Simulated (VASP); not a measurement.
Runs of VASP 6.6.1 on Y. The structure is that of space group Fd-3m (No. 227), or close to it. The cells are those of the table. This isn't the form of Y at room conditions, which is hcp.

```csv
cell,gap on the mesh (eV),pressure (GPa)
"a = 3.857 Å, angles 60.0°, 2 atoms",none,40.0
"a = 3.751 Å, angles 60.0°, 2 atoms",none,59.9
"a = 4.950 Å, angles 60.0°, 2 atoms",none,0.1
"a = 4.029 Å, angles 60.0°, 2 atoms",none,(a)
```

Alike in all rows: task single point; level PBE; potentials or basis VASP PAW PBE potentials, release 64 (Y_sv); no spin polarisation; k mesh 4 × 4 × 4; cutoff (eV) 520; smearing fermi-dirac 0.05 eV.

Q: Fill in the values left out.

A: (a) 20.1.

Caveats: all runs use coarse meshes.

A k mesh can miss the band edges, and the runs leave out spin-orbit coupling on Y.

A gap of «none» marks levels without a gap at the run's occupations.
